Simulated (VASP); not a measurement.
# Mg3Te2O in VASP: further runs

Runs on Mg3Te2O. Level: PBE. Tasks: single point.

Everything below comes from runs of VASP 6.6.1. Logs are shortened: lines on timing, memory, paths and dates and some standing lists are left out, and cuts for length are marked.

**1. The cell of the first run**

It takes space group P6/mmm (No. 191, hexagonal). The conventional cell has a = 5.919 Å, b = 5.919 Å, c = 4.978 Å, α = 90.00°, β = 90.00°, γ = 120.00°. Mg (site symmetry mmm) has 4 Mg at 2.96 Å and 4 Te at 3.02 Å and 4 O at 3.87 Å within 3.9 Å. Within 4.0 Å of Te (site symmetry -6m2) lie 6 Mg at 3.02 Å and 3 Te at 3.42 Å and 3 O at 3.42 Å. Within 4.5 Å of O (site symmetry 6/mmm) lie 6 Te at 3.42 Å and 12 Mg at 3.87 Å.

**2. Single point, PBE**

The input, INCAR:

```
SYSTEM = Mg3Te2O
ALGO = Normal
EDIFF = 1E-6
ENCUT = 600
GGA = PE
GGA_COMPAT = .False.
ISIF = 2
ISMEAR = 0
LASPH = .True.
LCHARG = .False.
LREAL = .False.
LWAVE = .False.
NBANDS = 21
NELM = 120
PREC = Accurate
SIGMA = 0.15
```

The input, KPOINTS:

```
k-points
0
Gamma
  3 3 2
  0 0 0
```

The input, POSCAR:

```
Mg3Te2O
1.0
    5.9191625990      0.0000000000      0.0000000000
   -2.9595812995      5.1261451799      0.0000000000
    0.0000000000      0.0000000000      4.9780207868
Mg Te O
3 2 1
Direct
    0.5000000000      0.0000000000      0.0000000000
    0.0000000000      0.5000000000      0.0000000000
    0.5000000000      0.5000000000      0.0000000000
    0.3333333333      0.6666666667      0.5000000000
    0.6666666667      0.3333333333      0.5000000000
    0.0000000000      0.0000000000      0.5000000000
```

Potentials or basis: VASP PAW PBE potentials, release 64 (Mg, Te, O).

On the command line:

```console
cat potpaw_PBE.64/Mg/POTCAR potpaw_PBE.64/Te/POTCAR potpaw_PBE.64/O/POTCAR > POTCAR
mpirun -np 1 vasp_std > vasp.out
```

OUTCAR:

```text
SYSTEM = Mg3Te2O
   EDIFF = 1E-6
   ENCUT = 600
   GGA = PE
   ISIF = 2
   ISMEAR = 0
   LASPH = .True.
   LREAL = .False.
   NELM = 120
   PREC = Accurate

 ion  position               nearest neighbor table
   1  0.500  0.000  0.000-   2 2.96   3 2.96   3 2.96   2 2.96   4 3.02   5 3.02   4 3.02   5 3.02

   2  0.000  0.500  0.000-   3 2.96   3 2.96   1 2.96   1 2.96   4 3.02   5 3.02   4 3.02   5 3.02

   3  0.500  0.500  0.000-   2 2.96   2 2.96   1 2.96   1 2.96   4 3.02   5 3.02   4 3.02   5 3.02

   4  0.333  0.667  0.500-   2 3.02   2 3.02   1 3.02   1 3.02   3 3.02   3 3.02   5 3.42   5 3.42
                             5 3.42
   5  0.667  0.333  0.500-   2 3.02   2 3.02   1 3.02   1 3.02   3 3.02   3 3.02   4 3.42   4 3.42
                             4 3.42
   6  0.000  0.000  0.500-

  LATTYP: Found a hexagonal cell.
 ALAT       =     5.9191625990
 C/A-ratio  =     0.8410008516

  Lattice vectors:

 A1 = (   5.9191625990,   0.0000000000,   0.0000000000)
 A2 = (  -2.9595812995,   5.1261451799,   0.0000000000)
 A3 = (   0.0000000000,   0.0000000000,   4.9780207868)

Analysis of symmetry for initial positions (statically):
=====================================================================
 Subroutine PRICEL returns:
 Original cell was already a primitive cell.

 Routine SETGRP: Setting up the symmetry group for a
 hexagonal supercell.

 Subroutine GETGRP returns: Found 24 space group operations
 (whereof 24 operations were pure point group operations)
 out of a pool of 24 trial point group operations.

The static configuration has the point symmetry D_6h.

Analysis of symmetry for dynamics (positions and initial velocities):
=====================================================================
 Subroutine PRICEL returns:
 Original cell was already a primitive cell.

 Routine SETGRP: Setting up the symmetry group for a
 hexagonal supercell.

 Subroutine GETGRP returns: Found 24 space group operations
 (whereof 24 operations were pure point group operations)
 out of a pool of 24 trial point group operations.

The dynamic configuration has the point symmetry D_6h.

 Subroutine INISYM returns: Found 24 space group operations
 (whereof 24 operations are pure point group operations),
 and found     1 'primitive' translations

[... 83 lines left out ...]
   EDIFF  = 0.1E-05   stopping-criterion for ELM
   LREAL  =      F    real-space projection
   EDIFFG = 0.1E-04   stopping-criterion for IOM
   NSW    =      0    number of steps for IOM
   IBRION =     -1    ionic relax: 0-MD 1-quasi-New 2-CG
   NFREE  =      0    steps in history (QN), initial steepest desc. (CG)
   ISIF   =      2    stress and relaxation
   ISYM   =      2    0-nonsym 1-usesym 2-fastsym
   POTIM  = 0.5000    time-step for ionic-motion
   TEBEG  =    0.0;   TEEND  =   0.0 temperature during run
   PSTRESS=    0.0 pullay stress
   NELECT =      24.0000    total number of electrons
   NUPDOWN=      -1.0000    fix difference up-down
   EMIN   =  10.00;   EMAX   =-10.00  energy-range for DOS
   EFERMI =   0.00;   METHOD = LEGACY
   ISMEAR =     0;   SIGMA  =   0.15  broadening in eV -4-tet -1-fermi 0-gaus
   EFERMI_NEDOS =   21; number of points for ismear=-14 and -15
   IALGO  =     38    algorithm
   IMIX   =      4    mixing-type and parameters
     AMIX     =   0.40;   BMIX     =  1.00
     AMIX_MAG =   1.60;   BMIX_MAG =  1.00
  volume/ion in A,a.u.               =      25.17       169.88
  Fermi-wavevector in a.u.,A,eV,Ry     =   0.886698  1.675617 10.697365  0.786234
  Thomas-Fermi vector in A             =   2.007899
   LORBIT       =      0    0 simple, 1 ext, 2 COOP (PROOUT), +10 PAW based schemes
   GGA     = PE    functional components
   LHFCALC =     F    Hartree Fock is set to
   AEXX    =    0.0000 exact exchange contribution
   IVDW    =     0    specifies the selected vdW correction
   LEPSILON=     F    determine dielectric tensor
   LRPA    =     F    only Hartree local field effects (RPA)
 non-spin polarized calculation
 Gauss-broadening in eV      SIGMA  =   0.15
  energy-cutoff  :      600.00
  volume of cell :      151.05
 maximum number of plane-waves:      5088
 NGX is ok and might be reduce to    48
   NGX = 23   NGY = 23   NGZ = 19

 number of electron      23.9999995 magnetization

 Free energy of the ion-electron system (eV)
  ---------------------------------------------------
  ext. energy  EPLUGINS =         0.00000000
  ---------------------------------------------------
  free energy    TOTEN  =       -14.40828827 eV

  energy without entropy =      -14.36045271  energy(sigma->0) =      -14.38437049

 E-fermi :   3.3344     XC(G=0):  -8.6525

 val. band max:        3.2700014985   @ k =   0.3333  -0.0000   0.5000
 cond. band min:       3.6270661445   @ k =   0.3333   0.3333   0.5000
 fundamental gap:      0.3570646460
 Fermi energy:         3.3344080636

 k-point     1 :       0.0000    0.0000    0.0000
  band No.  band energies     occupation
      1     -11.9238      2.00000
      2      -8.7548      2.00000
      3      -6.8683      2.00000
      4      -0.7050      2.00000
      5      -0.6014      2.00000
      6      -0.6014      2.00000
[... 133 lines left out ...]
     20       9.3597      0.00000
     21       9.3599      0.00000

------------------------ aborting loop because EDIFF is reached ----------------------------------------

  FORCE on cell =-STRESS in cart. coord.  units (eV):
  Direction    XX          YY          ZZ          XY          YZ          ZX
  --------------------------------------------------------------------------------------
  -------------------------------------------------------------------------------------
  Total        0.2592198      0.2592198     -0.0911649      0.0000000      0.0000000     -0.0000000
  in kB        2.7496084      2.7496084     -0.9670089      0.0000000      0.0000000     -0.0000000
  external PRESSURE =       1.5107360 kB  Pullay stress =       0.0000000 kB

 VOLUME and BASIS-vectors are now :
 -----------------------------------------------------------------------------
  energy-cutoff  :      600.00
  volume of cell :      151.05
      direct lattice vectors                 reciprocal lattice vectors
     5.919162599  0.000000000  0.000000000     0.168942816  0.097539181  0.000000000
    -2.959581299  5.126145180  0.000000000     0.000000000  0.195078361  0.000000000
     0.000000000  0.000000000  4.978020787     0.000000000  0.000000000  0.200883050

 POSITION                                       TOTAL-FORCE (eV/Angst)
 -----------------------------------------------------------------------------------
      2.95958      0.00000      0.00000        -0.000000      0.000000      0.000000
     -1.47979      2.56307      0.00000        -0.000000      0.000000      0.000000
      1.47979      2.56307      0.00000        -0.000000      0.000000      0.000000
     -0.00000      3.41743      2.48901         0.000000      0.000000      0.000000
      2.95958      1.70872      2.48901         0.000000     -0.000000      0.000000
      0.00000      0.00000      2.48901        -0.000000      0.000000      0.000000
 -----------------------------------------------------------------------------------
    total drift:                               -0.000000      0.000000     -0.000000

  FREE ENERGIE OF THE ION-ELECTRON SYSTEM (eV)
  ---------------------------------------------------
  free  energy   TOTEN  =       -14.4082882735 eV

  energy  without entropy=      -14.3604527139  energy(sigma->0) =      -14.38437049
```

It took 71 s on 1 thread of AMD EPYC 7R13, shared host; peak memory 0.27 GiB.

What came out:

```yaml
Free_energy: -14.4083 eV
Pressure: 0.2 GPa
Band_gap_on_the_k_mesh: zero (band 12 reaches 4.05 eV, above the bottom of band 13 at 3.06 eV)
```

Stress tensor (GPa, compression positive):
```
 0.27  0.00  0.00
 0.00  0.27  0.00
 0.00  0.00 -0.10
```

Caveat: the k points lie up to 0.63 Å⁻¹ apart; spin-orbit coupling is left out, which moves the levels of the heavy elements.

**3. Single point, PBE**

This run uses another cell than the first one, of 25.43 Å³/atom, 1.010 times its volume.

The input, INCAR:

```
SYSTEM = Mg3Te2O
PREC = Accurate
ENCUT = 600
EDIFF = 1E-6
ISMEAR = 0
SIGMA = 0.15
LREAL = .FALSE.
LASPH = .TRUE.
NELM = 120
ALGO = Normal
ISIF = 2
LWAVE = .FALSE.
LCHARG = .FALSE.
GGA = PE
NBANDS = 21
GGA_COMPAT = .FALSE.
```

The input, KPOINTS:

```
regular mesh
0
G
  3 3 2
  0 0 0
```

The input, POSCAR:

```
Mg3Te2O
1.0
    5.9499705994      0.0000000000      0.0000000000
   -2.9749852997      5.1528256908      0.0000000000
    0.0000000000      0.0000000000      4.9769891763
Mg Te O
3 2 1
Direct
    0.5000000000      0.0000000000      0.0000000000
    0.0000000000      0.5000000000      0.0000000000
    0.5000000000      0.5000000000      0.0000000000
    0.3333333333      0.6666666667      0.4889551197
    0.6666666667      0.3333333333      0.5110448803
    0.0000000000      0.0000000000      0.5000000000
```

Potentials or basis: VASP PAW PBE potentials, release 64 (Mg, Te, O).

On the command line:

```console
cat potpaw_PBE.64/Mg/POTCAR potpaw_PBE.64/Te/POTCAR potpaw_PBE.64/O/POTCAR > POTCAR
mpirun -np 1 vasp_std > vasp.out
```

Wall time 76 s (1 thread of AMD EPYC 7R13, shared host); peak memory 0.26 GiB.

The run converged. Its results:

```
Free energy            : -14.4122 eV
Pressure               : -0.1 GPa
Largest force          : 0.040 eV/Å
Band gap on the k mesh : zero (band 12 reaches 3.83 eV, above the bottom of band 13 at 3.00 eV)
```

Forces in eV/Å, atoms in the order of the input:
```
Mg   0.000  0.000  0.000
Mg   0.000  0.000  0.000
Mg   0.000  0.000  0.000
Te   0.000  0.000 -0.040
Te   0.000  0.000  0.040
O    0.000  0.000  0.000
```

Stress tensor (GPa, compression positive):
```
-0.02  0.00  0.00
 0.00 -0.02  0.00
 0.00  0.00 -0.12
```

Levels at points of the mesh, in eV from the Fermi level:
| k point | band 8 | band 9 | band 10 | band 11 | band 12 | band 13 | band 14 | band 15 |
| --- | --- | --- | --- | --- | --- | --- | --- | --- |
| (0.00, 0.00, 0.00) | -2.03 | -2.03 | -1.96 | -0.51 | 0.57 | 0.57 | 0.79 | 3.64 |
| (0.00, 0.00, 0.50) | -1.73 | -1.73 | -0.76 | 0.61 | 0.61 | 0.96 | 0.96 | 1.64 |

Caveat: the k points lie up to 0.63 Å⁻¹ apart; spin-orbit coupling is left out, which moves the levels of the heavy elements.

**4. Single point, PBE**

This run uses another cell than the first one, of 26.70 Å³/atom, 1.061 times its volume.

The input, INCAR:

```
ALGO = Normal
EDIFF = 1E-6
ENCUT = 600
GGA = PE
GGA_COMPAT = False
ISIF = 2
ISMEAR = 0
LASPH = True
LCHARG = False
LREAL = False
LWAVE = False
NBANDS = 21
NELM = 120
PREC = Accurate
SIGMA = 0.15
```

The input, KPOINTS:

```
k-points
0
Gamma
  3 3 3
```

The input, POSCAR:

```
Mg3Te2O
1.0
    6.5372137721      0.0000000000      0.0000000000
   -3.2686068860      5.6613931966      0.0000000000
    0.0000000000      0.0000000000      4.3282699693
Mg Te O
3 2 1
Direct
    0.5000000000      0.5000000000      0.5322195046
    0.5000000000      0.0000000000      0.5322195046
    0.0000000000      0.5000000000      0.5322195046
    0.6666666667      0.3333333333      1.0322252038
    0.3333333333      0.6666666667      1.0322252038
    0.0000000000      0.0000000000      0.5325280285
```

On the command line:

```console
cat potpaw_PBE.64/Mg/POTCAR potpaw_PBE.64/Te/POTCAR potpaw_PBE.64/O/POTCAR > POTCAR
mpirun -np 1 vasp_std > vasp.out
```

Wall time 98 s (1 thread of AMD EPYC 7R13, shared host); peak memory 0.28 GiB.

The run converged. Its results:

* Free energy: -16.4938 eV
* Pressure: -0.1 GPa

Stress tensor (GPa, compression positive):
```
 0.03  0.00  0.00
 0.00  0.03  0.00
 0.00  0.00 -0.51
```

Levels at points of the mesh, in eV from the Fermi level:
```csv
k point,band 10,band 11,band 12,band 13,band 14,band 15
"(0.00, 0.00, 0.00)",-0.85,-0.41,-0.41,-0.03,1.50,3.23
```

Caveat: the k points lie up to 0.48 Å⁻¹ apart; spin-orbit coupling is left out, which moves the levels of the heavy elements.

**5. Single point, PBE**

This run uses another cell than the first one, of 29.17 Å³/atom, 1.159 times its volume.

The input, INCAR:

```
PREC     = Accurate       # precision mode
ENCUT    = 600            # plane-wave cutoff, eV
EDIFF    = 1E-6           # SCF threshold, eV
ISMEAR   = 0              # smearing method
SIGMA    = 0.15           # smearing width, eV
LREAL    = F              # projectors in reciprocal space
LASPH    = T              # aspherical terms in the spheres
NELM     = 120            # most SCF steps
ALGO     = Normal         # electronic algorithm
ISIF     = 2              # what is computed and relaxed
LWAVE    = F              # write WAVECAR
LCHARG   = T              # write CHGCAR
GGA      = PE             # functional
LELF     = T              # ELF
LVHAR    = T            
NBANDS   = 21             # bands
GGA_COMPAT= F
```

The input, KPOINTS:

```
Automatic mesh
0
Gamma
  3 3 3
```

The input, POSCAR:

```
Mg3Te2O
1.0
    7.0471664814      0.0000000000      0.0000000000
   -3.5235832407      6.1030251975      0.0000000000
    0.0000000000      0.0000000000      4.0698989467
Mg Te O
3 2 1
Direct
    0.5000000000      0.0000000000      0.5000000000
    0.5000000000      0.5000000000      0.5000000000
    0.0000000000      0.5000000000      0.5000000000
    0.3333333333      0.6666666667      0.0000000000
    0.6666666667      0.3333333333      0.0000000000
    0.0000000000      0.0000000000      0.0000000000
```

On the command line:

```console
cat potpaw_PBE.64/Mg/POTCAR potpaw_PBE.64/Te/POTCAR potpaw_PBE.64/O/POTCAR > POTCAR
mpirun -np 1 vasp_std > vasp.out
```

It took 1.8 min on 1 thread of AMD EPYC 7R13, shared host; peak memory 0.3 GiB.

The run converged. Its results:

```
Free energy : -15.0408 eV
Pressure    : 0.1 GPa
```

Stress tensor (GPa, compression positive):
```
 0.25  0.00  0.00
 0.00  0.25  0.00
 0.00  0.00 -0.21
```

Levels at points of the mesh, in eV from the Fermi level:
```tsv
k point	band 10	band 11	band 12	band 13	band 14	band 15
(0.00, 0.00, 0.00)	-0.56	-0.15	-0.15	-0.03	1.98	2.52
```

Caveat: the k points lie up to 0.51 Å⁻¹ apart; spin-orbit coupling is left out, which moves the levels of the heavy elements.

**6. The runs side by side**

```csv
cell,k mesh,gap on the mesh (eV),pressure (GPa)
"a = 5.919, b = 5.919, c = 4.978 Å, angles 90.0, 90.0, 120.0°, 6 atoms",3 × 3 × 2,none,0.2
"a = 5.950, b = 5.950, c = 4.977 Å, angles 90.0, 90.0, 120.0°, 6 atoms",3 × 3 × 2,none,-0.1
"a = 6.537, b = 6.537, c = 4.328 Å, angles 90.0, 90.0, 120.0°, 6 atoms",3 × 3 × 3,-,-0.1
"a = 7.047, b = 7.047, c = 4.070 Å, angles 90.0, 90.0, 120.0°, 6 atoms",3 × 3 × 3,-,0.1
```

Alike in all rows: task single point; level PBE; potentials or basis VASP PAW PBE potentials, release 64 (Mg, Te, O); no spin polarisation; cutoff (eV) 600; smearing gaussian 0.15 eV.

Caveats: all runs use coarse meshes; spin-orbit coupling is left out, which moves the levels of the heavy elements.

Total energies depend on the potentials used, so only differences within one code and one set of settings carry meaning.
